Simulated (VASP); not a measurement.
# CaBe2O3 (Cmmm) in VASP: relaxation of cell and atoms with PBE

Aim: the relaxation of cell and atoms of CaBe2O3 with PBE.

Program: VASP 6.6.1. These are calculated values, not measurements. Logs are shortened: lines on timing, memory, paths and dates and some standing lists are left out, and cuts for length are marked.

### Step 1. The cell of the first run

Symmetry: Cmmm, No. 65, orthorhombic system. The conventional cell has a = 5.571 Å, b = 8.341 Å, c = 2.954 Å, α = 90.00°, β = 90.00°, γ = 90.00°. Within 3.0 Å of Ca (site symmetry mmm) lie 6 O at 2.17 to 2.79 Å and 2 Ca at 2.95 Å. Be (site symmetry m2m) has 3 O at 1.43 to 1.87 Å within 1.9 Å. O (site symmetry m2m) has 1 Be at 1.43 Å within 1.9 Å. Within 2.5 Å of O (site symmetry mmm) lie 4 Be at 1.87 Å.

The cell was built from a structure type or drawn by symmetry, and may not be a known phase.

### Step 2. Relaxation of cell and atoms, PBE

The input, INCAR:

```
ALGO = Normal ; EDIFF = 1E-7
EDIFFG = -0.01 ; ENCUT = 600
GGA = PE ; IBRION = 2
ISIF = 3 ; ISMEAR = 0
LASPH = T ; LCHARG = F
LREAL = F ; LWAVE = F
NELM = 60 ; NSW = 100
PREC = Accurate ; SIGMA = 0.02
```

The input, KPOINTS:

```
k-points
0
Gamma
  6 6 10
```

The input, POSCAR:

```
CaBe2O3
1.0
    2.7856606667     -4.1707044802      0.0000000000
    2.7856606667      4.1707044802      0.0000000000
    0.0000000000      0.0000000000      2.9536362360
Ca Be O
1 2 3
Direct
    0.0000000000      0.0000000000      0.0000000000
    0.6378653383      0.3621346617      0.5000000000
    0.3621346617      0.6378653383      0.5000000000
    0.1903365340      0.8096634660      0.5000000000
    0.8096634660      0.1903365340      0.5000000000
    0.5000000000      0.5000000000      0.0000000000
```

Potentials or basis: VASP PAW PBE potentials, release 64 (Ca_sv, Be, O).

Started as:

```
> cat potpaw_PBE.64/Ca_sv/POTCAR potpaw_PBE.64/Be/POTCAR potpaw_PBE.64/O/POTCAR > POTCAR
> mpirun -np 1 vasp_std > vasp.out
```

OUTCAR:

```text
EDIFF = 1E-7
   EDIFFG = -0.01
   ENCUT = 600
   GGA = PE
   IBRION = 2
   ISIF = 3
   ISMEAR = 0
   LASPH = T
   LREAL = F
   NELM = 60
   NSW = 100
   PREC = Accurate

 ion  position               nearest neighbor table
   1  0.000  0.000  0.000-   4 2.17   5 2.17   4 2.17   5 2.17
   2  0.638  0.362  0.500-   5 1.43   6 1.87   6 1.87   3 2.30
   3  0.362  0.638  0.500-   4 1.43   6 1.87   6 1.87   2 2.30
   4  0.190  0.810  0.500-   3 1.43   1 2.17   1 2.17
   5  0.810  0.190  0.500-   2 1.43   1 2.17   1 2.17
   6  0.500  0.500  0.000-   2 1.87   3 1.87   2 1.87   3 1.87

  LATTYP: Found a base centered orthorhombic cell.
 ALAT       =     5.5713213334
 B/A-ratio  =     1.4972047852
 C/A-ratio  =     0.5301500415

  Lattice vectors:

 A1 = (   2.7856606667,  -4.1707044802,   0.0000000000)
 A2 = (   2.7856606667,   4.1707044802,   0.0000000000)
 A3 = (   0.0000000000,   0.0000000000,   2.9536362360)

Analysis of symmetry for initial positions (statically):
=====================================================================
 Subroutine PRICEL returns:
 Original cell was already a primitive cell.

 Routine SETGRP: Setting up the symmetry group for a
 base centered orthorhombic supercell.

 Subroutine GETGRP returns: Found  8 space group operations
 (whereof  8 operations were pure point group operations)
 out of a pool of  8 trial point group operations.

The static configuration has the point symmetry D_2h.

Analysis of symmetry for dynamics (positions and initial velocities):
=====================================================================
 Subroutine PRICEL returns:
 Original cell was already a primitive cell.

 Routine SETGRP: Setting up the symmetry group for a
 base centered orthorhombic supercell.

 Subroutine GETGRP returns: Found  8 space group operations
 (whereof  8 operations were pure point group operations)
 out of a pool of  8 trial point group operations.

The dynamic configuration has the point symmetry D_2h.

 Subroutine INISYM returns: Found  8 space group operations
 (whereof  8 operations are pure point group operations),
 and found     1 'primitive' translations

----------------------------------------------------------------------------------------

                                     Primitive cell

  volume of cell :      68.6317

  direct lattice vectors                    reciprocal lattice vectors
     2.785660667 -4.170704480  0.000000000     0.179490634 -0.119883824  0.000000000
[... 103 lines left out ...]
   TEBEG  =    0.0;   TEEND  =   0.0 temperature during run
   PSTRESS=    0.0 pullay stress
   NELECT =      32.0000    total number of electrons
   NUPDOWN=      -1.0000    fix difference up-down
   EMIN   =  10.00;   EMAX   =-10.00  energy-range for DOS
   EFERMI =   0.00;   METHOD = LEGACY
   ISMEAR =     0;   SIGMA  =   0.02  broadening in eV -4-tet -1-fermi 0-gaus
   EFERMI_NEDOS =   21; number of points for ismear=-14 and -15
   IALGO  =     38    algorithm
   IMIX   =      4    mixing-type and parameters
     AMIX     =   0.40;   BMIX     =  1.00
     AMIX_MAG =   1.60;   BMIX_MAG =  1.00
  volume/ion in A,a.u.               =      11.44        77.19
  Fermi-wavevector in a.u.,A,eV,Ry     =   1.269453  2.398918 21.925936  1.611511
  Thomas-Fermi vector in A             =   2.402493
   LORBIT       =      0    0 simple, 1 ext, 2 COOP (PROOUT), +10 PAW based schemes
   GGA     = PE    functional components
   LHFCALC =     F    Hartree Fock is set to
   AEXX    =    0.0000 exact exchange contribution
   IVDW    =     0    specifies the selected vdW correction
   LEPSILON=     F    determine dielectric tensor
   LRPA    =     F    only Hartree local field effects (RPA)
 conjugate gradient relaxation of ions
 non-spin polarized calculation
 Gauss-broadening in eV      SIGMA  =   0.02
  energy-cutoff  :      600.00
  volume of cell :       68.63
 maximum number of plane-waves:      2316
   NGX = 21   NGY = 21   NGZ = 11

--------------------------------------- Ionic step        1  -------------------------------------------

 number of electron      31.9999998 magnetization

 Free energy of the ion-electron system (eV)
  ---------------------------------------------------
  ext. energy  EPLUGINS =         0.00000000
  ---------------------------------------------------
  free energy    TOTEN  =       -37.30432219 eV

  energy without entropy =      -37.30432219  energy(sigma->0) =      -37.30432219

------------------------ aborting loop because EDIFF is reached ----------------------------------------

  FORCE on cell =-STRESS in cart. coord.  units (eV):
  Direction    XX          YY          ZZ          XY          YZ          ZX
  --------------------------------------------------------------------------------------
  -------------------------------------------------------------------------------------
  Total       -0.0702976      0.0912537      0.2015073      0.0000000      0.0000000      0.0000000
  in kB       -1.6410674      2.1302782      4.7041030      0.0000000      0.0000000      0.0000000
  external PRESSURE =       1.7311046 kB  Pullay stress =       0.0000000 kB
[... 147 lines left out ...]
--------------------------------------- Ionic step        5  -------------------------------------------

 number of electron      31.9999998 magnetization

 Free energy of the ion-electron system (eV)
  ---------------------------------------------------
  ext. energy  EPLUGINS =         0.00000000
  ---------------------------------------------------
  free energy    TOTEN  =       -37.30490527 eV

  energy without entropy =      -37.30490527  energy(sigma->0) =      -37.30490527

 E-fermi :   2.5375     XC(G=0):  -9.7643

 val. band max:        2.3440914183   @ k =   0.5000   0.5000   0.0000
 cond. band min:       4.0676576847   @ k =   0.0000   0.0000   0.0000
 fundamental gap:      1.7235662665
 Fermi energy:         2.5374763167

 k-point     1 :       0.0000    0.0000    0.0000
  band No.  band energies     occupation
      1     -35.4456      2.00000
      2     -17.1475      2.00000
      3     -16.7250      2.00000
      4     -16.5838      2.00000
      5     -16.1106      2.00000
      6     -14.3695      2.00000
[... 541 lines left out ...]
     19       8.3038      0.00000
     20       8.9735      0.00000

 [... further k-points ...]

------------------------ aborting loop because EDIFF is reached ----------------------------------------

  FORCE on cell =-STRESS in cart. coord.  units (eV):
  Direction    XX          YY          ZZ          XY          YZ          ZX
  --------------------------------------------------------------------------------------
  -------------------------------------------------------------------------------------
  Total       -0.0596744     -0.0211852     -0.0214912      0.0000000      0.0000000      0.0000000
  in kB       -1.3908342     -0.4937633     -0.5008966      0.0000000      0.0000000      0.0000000
  external PRESSURE =      -0.7951647 kB  Pullay stress =       0.0000000 kB
[... 21 lines left out ...]
  FREE ENERGIE OF THE ION-ELECTRON SYSTEM (eV)
  ---------------------------------------------------
  free  energy   TOTEN  =       -37.3049052663 eV

  energy  without entropy=      -37.3049052663  energy(sigma->0) =      -37.30490527

 reached required accuracy - stopping structural energy minimisation
```

Wall time 5.5 min (1 thread of Intel Xeon Platinum 8488C (Sapphire Rapids), shared host); peak memory 0.29 GiB.

Results:

```
Free energy                           : -37.3049 eV
Relaxed volume                        : 11.46 Å³/atom
Relaxed cell                          : a = 5.018 Å, b = 5.018 Å, c = 2.957 Å, α = 90.00°, β = 90.00°, γ = 112.60°
Space group after relaxing (to 0.1 Å) : Cmmm (No. 65)
Energy gained by relaxing             : 0.1 meV/atom
Ionic steps                           : 5
Pressure after relaxing               : -0.1 GPa
Largest force after relaxing          : 0.006 eV/Å
Band gap on the k mesh                : 1.72 eV (least direct gap 1.96 eV)
```

Forces in eV/Å, atoms in the order of the input:
```
Ca   0.000  0.000  0.000
Be   0.000  0.006  0.000
Be   0.000 -0.006  0.000
O    0.000 -0.003  0.000
O    0.000  0.003  0.000
O    0.000  0.000  0.000
```

The path:
```tsv
step	energy change (eV)	largest force (eV/Å)	pressure (GPa)	volume (Å³)
1	0.0000	0.1259	0.17	68.63
2	0.0003	0.1740	0.09	68.75
3	-0.0005	0.0462	0.14	68.69
4	-0.0005	0.0335	-0.29	68.80
5	-0.0006	0.0059	-0.08	68.74
```

Final structure:
```
CELL_PARAMETERS angstrom
2.78426 -4.17495 0.00000
2.78426 4.17495 0.00000
0.00000 0.00000 2.95687
ATOMIC_POSITIONS crystal
Ca 0.00000 0.00000 0.00000
Be 0.63788 0.36212 0.50000
Be 0.36212 0.63788 0.50000
O 0.19072 0.80928 0.50000
O 0.80928 0.19072 0.50000
O 0.50000 0.50000 0.00000
```
